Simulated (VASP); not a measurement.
# SnSe (Fm-3m) in VASP: notebook

Runs on SnSe. Level: PBE. Tasks: single point.

Everything below comes from runs of VASP 6.6.1. Logs are shortened: lines on timing, memory, paths and dates and some standing lists are left out, and cuts for length are marked.

## 1. The cell of the first run

It takes space group Fm-3m (No. 225, cubic). The conventional cell has a = 5.812 Å, b = 5.812 Å, c = 5.812 Å, α = 90.00°, β = 90.00°, γ = 90.00°. Within 3.8 Å of Sn (site symmetry m-3m) lie 6 Se at 2.91 Å. Se (site symmetry m-3m) has 6 Sn at 2.91 Å within 3.8 Å.

## 2. Single point, PBE

File INCAR:

```
SYSTEM = SnSe
PREC     = Accurate       ! precision mode
ENCUT    = 520            ! plane-wave cutoff, eV
EDIFF    = 1E-7           ! SCF threshold, eV
ISMEAR   = 0              ! smearing method
SIGMA    = 0.05           ! smearing width, eV
LREAL    = .FALSE.        ! projectors in reciprocal space
LASPH    = .TRUE.         ! aspherical terms in the spheres
NELM     = 80             ! most SCF steps
ALGO     = Normal         ! electronic algorithm
ISIF     = 2              ! what is computed and relaxed
LWAVE    = .FALSE.        ! write WAVECAR
LCHARG   = .FALSE.        ! write CHGCAR
GGA      = PE             ! functional
NBANDS   = 17             ! bands
```

File KPOINTS:

```
Automatic mesh
0
G
  8 8 8
  0 0 0
```

File POSCAR:

```
SnSe
1.0
    0.0000000000      2.9061230477      2.9061230477
    2.9061230477      0.0000000000      2.9061230477
    2.9061230477      2.9061230477      0.0000000000
Sn Se
1 1
Direct
    0.0000000000      0.0000000000      0.0000000000
    0.5000000000      0.5000000000      0.5000000000
```

Potentials or basis: VASP PAW PBE potentials, release 64 (Sn_d, Se).

Run with:

```console
cat potpaw_PBE.64/Sn_d/POTCAR potpaw_PBE.64/Se/POTCAR > POTCAR
mpirun -np 1 vasp_std > vasp.out
```

OUTCAR:

```text
SYSTEM = SnSe
   PREC = Accurate
   ENCUT = 520
   EDIFF = 1E-7
   ISMEAR = 0
   LREAL = .FALSE.
   LASPH = .TRUE.
   NELM = 80
   ISIF = 2
   GGA = PE

 ion  position               nearest neighbor table
   1  0.000  0.000  0.000-   2 2.91   2 2.91   2 2.91   2 2.91   2 2.91   2 2.91
   2  0.500  0.500  0.500-   1 2.91   1 2.91   1 2.91   1 2.91   1 2.91   1 2.91

  LATTYP: Found a face centered cubic cell.
 ALAT       =     5.8122460954

  Lattice vectors:

 A1 = (   0.0000000000,   2.9061230477,   2.9061230477)
 A2 = (   2.9061230477,   0.0000000000,   2.9061230477)
 A3 = (   2.9061230477,   2.9061230477,   0.0000000000)

Analysis of symmetry for initial positions (statically):
=====================================================================
 Subroutine PRICEL returns:
 Original cell was already a primitive cell.

 Routine SETGRP: Setting up the symmetry group for a
 face centered cubic supercell.

 Subroutine GETGRP returns: Found 48 space group operations
 (whereof 48 operations were pure point group operations)
 out of a pool of 48 trial point group operations.

The static configuration has the point symmetry O_h .

Analysis of symmetry for dynamics (positions and initial velocities):
=====================================================================
 Subroutine PRICEL returns:
 Original cell was already a primitive cell.

 Routine SETGRP: Setting up the symmetry group for a
 face centered cubic supercell.

 Subroutine GETGRP returns: Found 48 space group operations
 (whereof 48 operations were pure point group operations)
 out of a pool of 48 trial point group operations.

The dynamic configuration has the point symmetry O_h .

 Subroutine INISYM returns: Found 48 space group operations
 (whereof 48 operations are pure point group operations),
 and found     1 'primitive' translations

----------------------------------------------------------------------------------------

                                     Primitive cell

  volume of cell :      49.0876

  direct lattice vectors                    reciprocal lattice vectors
     0.000000000  2.906123048  2.906123048    -0.172050526  0.172050526  0.172050526
     2.906123048  0.000000000  2.906123048     0.172050526 -0.172050526  0.172050526
     2.906123048  2.906123048  0.000000000     0.172050526  0.172050526 -0.172050526

  length of vectors
     4.109878628  4.109878628  4.109878628     0.298000253  0.298000253  0.298000253

  position of ions in fractional coordinates (direct lattice)
     0.000000000  0.000000000  0.000000000
     0.500000000  0.500000000  0.500000000

  ion indices of the primitive-cell ions
   primitive index   ion index
                 1           1
                 2           2

----------------------------------------------------------------------------------------

 KPOINTS: Automatic mesh

Automatic generation of k-mesh.
 Grid dimensions read from file:
 generate k-points for:    8    8    8

 Generating k-lattice:

  Cartesian coordinates                     Fractional coordinates (reciprocal lattice)
    -0.021506316  0.021506316  0.021506316     0.125000000  0.000000000  0.000000000
     0.021506316 -0.021506316  0.021506316     0.000000000  0.125000000  0.000000000
     0.021506316  0.021506316 -0.021506316     0.000000000  0.000000000  0.125000000

  Length of vectors
     0.037250032  0.037250032  0.037250032

  Shift w.r.t. Gamma in fractional coordinates (k-lattice)
     0.000000000  0.000000000  0.000000000

 Subroutine IBZKPT returns following result:
 ===========================================

 Found     29 irreducible k-points:

 Following reciprocal coordinates:
            Coordinates               Weight
  0.000000  0.000000  0.000000      1.000000
  0.125000  0.000000  0.000000      8.000000
  0.250000  0.000000  0.000000      8.000000
  0.375000  0.000000  0.000000      8.000000
  0.500000  0.000000  0.000000      4.000000
  0.125000  0.125000  0.000000      6.000000
[... 16 lines left out ...]
  0.500000  0.250000  0.125000     48.000000
 -0.375000  0.250000  0.125000     24.000000
 [... further k-points ...]
   k-points           NKPTS =     29   k-points in BZ     NKDIM =     29   number of bands    NBANDS=     17
   number of dos      NEDOS =    301   number of ions     NIONS =      2
   total plane-waves  NPLWV =  32768
   dimension x,y,z NGX =    32 NGY =   32 NGZ =   32
   dimension x,y,z NGXF=    64 NGYF=   64 NGZF=   64
   ions per type =               1   1
   NGX,Y,Z   is equivalent  to a cutoff of  12.94, 12.94, 12.94 a.u.
   NGXF,Y,Z  is equivalent  to a cutoff of  25.89, 25.89, 25.89 a.u.
 SYSTEM =  SnSe
   PREC   = accura    normal or accurate (medium, high low for compatibility)
   ISTART =      0    job   : 0-new  1-cont  2-samecut
   ICHARG =      2    charge: 1-file 2-atom 10-const
   ISPIN  =      1    spin polarized calculation?
   LNONCOLLINEAR =      F non collinear calculations
   LSORBIT =      F    spin-orbit coupling
   LASPH  =      T    aspherical Exc in radial PAW
   ENCUT  =  520.0 eV  38.22 Ry    6.18 a.u.   7.64  7.64  7.64*2*pi/ulx,y,z
   NELM   =     80;   NELMIN=  2; NELMDL= -5     # of ELM steps
   EDIFF  = 0.1E-06   stopping-criterion for ELM
   LREAL  =      F    real-space projection
   EDIFFG = 0.1E-05   stopping-criterion for IOM
   NSW    =      0    number of steps for IOM
   IBRION =     -1    ionic relax: 0-MD 1-quasi-New 2-CG
   NFREE  =      0    steps in history (QN), initial steepest desc. (CG)
   ISIF   =      2    stress and relaxation
   ISYM   =      2    0-nonsym 1-usesym 2-fastsym
   POTIM  = 0.5000    time-step for ionic-motion
   TEBEG  =    0.0;   TEEND  =   0.0 temperature during run
   PSTRESS=    0.0 pullay stress
   NELECT =      20.0000    total number of electrons
   NUPDOWN=      -1.0000    fix difference up-down
   EMIN   =  10.00;   EMAX   =-10.00  energy-range for DOS
   EFERMI =   0.00;   METHOD = LEGACY
   ISMEAR =     0;   SIGMA  =   0.05  broadening in eV -4-tet -1-fermi 0-gaus
   EFERMI_NEDOS =   21; number of points for ismear=-14 and -15
   IALGO  =     38    algorithm
   IMIX   =      4    mixing-type and parameters
     AMIX     =   0.40;   BMIX     =  1.00
     AMIX_MAG =   1.60;   BMIX_MAG =  1.00
  volume/ion in A,a.u.               =      24.54       165.63
  Fermi-wavevector in a.u.,A,eV,Ry     =   1.213652  2.293470 20.040716  1.472951
  Thomas-Fermi vector in A             =   2.349097
   LORBIT       =      0    0 simple, 1 ext, 2 COOP (PROOUT), +10 PAW based schemes
   GGA     = PE    functional components
   LHFCALC =     F    Hartree Fock is set to
   AEXX    =    0.0000 exact exchange contribution
   IVDW    =     0    specifies the selected vdW correction
   LEPSILON=     F    determine dielectric tensor
   LRPA    =     F    only Hartree local field effects (RPA)
 non-spin polarized calculation
 Gauss-broadening in eV      SIGMA  =   0.05
  energy-cutoff  :      520.00
  volume of cell :       49.09
 maximum number of plane-waves:      1363
   NGX = 15   NGY = 15   NGZ = 15

 number of electron      19.9999994 magnetization

 Free energy of the ion-electron system (eV)
  ---------------------------------------------------
  ext. energy  EPLUGINS =         0.00000000
  ---------------------------------------------------
  free energy    TOTEN  =        -8.07802747 eV

  energy without entropy =       -8.07802747  energy(sigma->0) =       -8.07802747

 E-fermi :   7.0931     XC(G=0): -10.0886

 val. band max:        6.8274659233   @ k =  -0.2500   0.1250   0.0000
 cond. band min:       7.5589842728   @ k =  -0.3750   0.1250   0.0000
 fundamental gap:      0.7315183495
 Fermi energy:         7.0930772433

 k-point     1 :       0.0000    0.0000    0.0000
  band No.  band energies     occupation
      1     -14.7897      2.00000
      2     -14.7897      2.00000
      3     -14.7868      2.00000
      4     -14.7868      2.00000
      5     -14.7868      2.00000
      6      -7.8177      2.00000
[... 9 lines left out ...]
     16      12.5450      0.00000
     17      14.8746      0.00000

 k-point     2 :       0.1250    0.0000    0.0000
  band No.  band energies     occupation
      1     -14.7913      2.00000
      2     -14.7913      2.00000
      3     -14.7863      2.00000
      4     -14.7842      2.00000
      5     -14.7842      2.00000
      6      -7.6854      2.00000
[... 9 lines left out ...]
     16      12.9629      0.00000
     17      16.1856      0.00000

 k-point     3 :       0.2500    0.0000    0.0000
  band No.  band energies     occupation
      1     -14.7960      2.00000
      2     -14.7960      2.00000
      3     -14.7852      2.00000
      4     -14.7772      2.00000
      5     -14.7772      2.00000
      6      -7.3234      2.00000
[... 9 lines left out ...]
     16      13.9949      0.00000
     17      18.6883      0.00000

 k-point     4 :       0.3750    0.0000    0.0000
  band No.  band energies     occupation
      1     -14.8008      2.00000
      2     -14.8008      2.00000
      3     -14.7841      2.00000
      4     -14.7701      2.00000
      5     -14.7701      2.00000
      6      -6.8703      2.00000
[... 9 lines left out ...]
     16      15.5731      0.00000
     17      18.9179      0.00000
[... 343 lines left out ...]
      1     -14.8072      2.00000
      2     -14.7903      2.00000
      3     -14.7879      2.00000
      4     -14.7737      2.00000
      5     -14.7715      2.00000
      6      -7.0244      2.00000
[... 9 lines left out ...]
     16      16.5189      0.00000
     17      16.7339      0.00000

 k-point    23 :       0.5000    0.2500    0.1250
  band No.  band energies     occupation
      1     -14.8116      2.00000
      2     -14.7936      2.00000
      3     -14.7838      2.00000
      4     -14.7715      2.00000
      5     -14.7675      2.00000
      6      -6.6296      2.00000
[... 9 lines left out ...]
     16      16.8030      0.00000
     17      18.3787      0.00000

 k-point    24 :      -0.3750    0.2500    0.1250
  band No.  band energies     occupation
      1     -14.8132      2.00000
      2     -14.7954      2.00000
      3     -14.7797      2.00000
      4     -14.7736      2.00000
      5     -14.7652      2.00000
      6      -6.4368      2.00000
[... 9 lines left out ...]
     16      17.9393      0.00000
     17      17.9422      0.00000

 [... further k-points ...]
[... 5 lines left out ...]
  --------------------------------------------------------------------------------------
  -------------------------------------------------------------------------------------
  Total        2.4201592      2.4201592      2.4201592      0.0000000     -0.0000000     -0.0000000
  in kB       78.9918947     78.9918947     78.9918947      0.0000000     -0.0000000     -0.0000000
  external PRESSURE =      78.9918947 kB  Pullay stress =       0.0000000 kB

 VOLUME and BASIS-vectors are now :
 -----------------------------------------------------------------------------
  energy-cutoff  :      520.00
  volume of cell :       49.09
      direct lattice vectors                 reciprocal lattice vectors
     0.000000000  2.906123048  2.906123048    -0.172050526  0.172050526  0.172050526
     2.906123048  0.000000000  2.906123048     0.172050526 -0.172050526  0.172050526
     2.906123048  2.906123048  0.000000000     0.172050526  0.172050526 -0.172050526

 POSITION                                       TOTAL-FORCE (eV/Angst)
 -----------------------------------------------------------------------------------
      0.00000      0.00000      0.00000         0.000000      0.000000     -0.000000
      2.90612      2.90612      2.90612         0.000000      0.000000      0.000000
 -----------------------------------------------------------------------------------
    total drift:                                0.000000     -0.000000     -0.000000

  FREE ENERGIE OF THE ION-ELECTRON SYSTEM (eV)
  ---------------------------------------------------
  free  energy   TOTEN  =        -8.0780274705 eV

  energy  without entropy=       -8.0780274705  energy(sigma->0) =       -8.07802747
```

It took 52 s on 1 thread of AMD EPYC 7R13, shared host; peak memory 0.15 GiB.

Results:

| Item | Value |
| --- | --- |
| Free energy | -8.0780 eV |
| Pressure | 7.9 GPa |
| Band gap on the k mesh | 0.73 eV, indirect (least direct gap 0.94 eV) |

Caveat: spin-orbit coupling is left out, which moves the levels of the heavy elements. A k mesh can miss the band edges.

## 3. Single point, PBE

This run uses another cell than the first one, of 27.27 Å³/atom, 1.111 times its volume.

File INCAR:

```
PREC = Accurate ; ENCUT = 520
EDIFF = 1E-7 ; ISMEAR = 0
SIGMA = 0.05 ; LREAL = False
LASPH = True ; NELM = 60
ALGO = Normal ; ISIF = 2
LWAVE = False ; LCHARG = False
GGA = PE ; NBANDS = 17
```

File KPOINTS:

```
regular mesh
0
Gamma
  8 8 8
```

File POSCAR:

```
SnSe
1.0
    0.0000000000      3.0100000000      3.0100000000
    3.0100000000      0.0000000000      3.0100000000
    3.0100000000      3.0100000000      0.0000000000
Sn Se
1 1
Direct
    0.0000000000      0.0000000000      0.0000000000
    0.5000000000      0.5000000000      0.5000000000
```

Potentials or basis: VASP PAW PBE potentials, release 64 (Sn_d, Se).

Run with:

```console
cat potpaw_PBE.64/Sn_d/POTCAR potpaw_PBE.64/Se/POTCAR > POTCAR
mpirun -np 1 vasp_std > vasp.out
```

Wall time 39 s (1 thread of AMD EPYC 7R13, shared host); peak memory 0.16 GiB.

Results (log left out):

| Property | Result |
| --- | --- |
| Free energy | -8.2189 eV |
| Pressure | 0.9 GPa |
| Band gap on the k mesh | 0.58 eV, direct |

Levels at points of the mesh, in eV from the valence-band top:
```csv
k point,band 6,band 7,band 8,band 9,band 10,band 11,band 12,band 13,band 14,band 15
"(0.00, 0.00, 0.00)",-13.86,-5.06,-2.19,-2.19,-2.19,4.32,4.32,4.32,5.87,5.87
"(0.50, 0.00, 0.00)",-12.93,-8.04,-1.94,-1.94,0.00,0.58,1.25,1.25,8.25,10.12
"(0.50, 0.50, 0.00)",-12.66,-6.00,-5.46,-3.63,-3.63,3.03,5.35,5.35,5.97,10.45
```

Caveat: spin-orbit coupling is left out, which moves the levels of the heavy elements.
